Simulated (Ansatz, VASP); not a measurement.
## SnO: VASP beside Ansatz

```
CELL_PARAMETERS angstrom
2.71251 -2.71250 0.00000
2.71251 2.71250 0.00000
0.00000 0.00000 9.51785
ATOMIC_POSITIONS crystal
Sn 0.99989 0.00011 0.00023
Sn 0.00011 0.99989 0.50023
Sn 0.50013 0.49987 0.25677
Sn 0.49987 0.50013 0.75677
O 0.00018 0.49981 0.37850
O 0.99982 0.50019 0.87850
O 0.50019 0.99982 0.37850
O 0.49981 0.00018 0.87850
```

Alike in both runs: functional PBE; dispersion D3(BJ); k mesh 10 × 10 × 4; occupations gaussian, width 0.1 eV; no spin polarisation.

Ansatz relaxed the structure, and its values are those at the end. VASP's run is a single point on that final structure, the one shown.

|  | VASP | Ansatz |
| --- | --- | --- |
| version | VASP 6.6.1 | Ansatz 0.2.0 |
| potentials or method | VASP PAW PBE potentials, release 64 (Sn_d, O), cutoff 520 eV | scalar-relativistic, plane waves, PAW |
| valence electrons in the cell | 80 | 80 |

```csv
,VASP,Ansatz,Ansatz less VASP
gap on the k mesh at the Fermi level (eV),none,none,-
pressure (GPa),0.3,0.0,-0.21
rms of the force components (eV/Å),0.034,0.002,-0.0324
```

A gap of «none» marks a metal or a gap that the smearing closes.
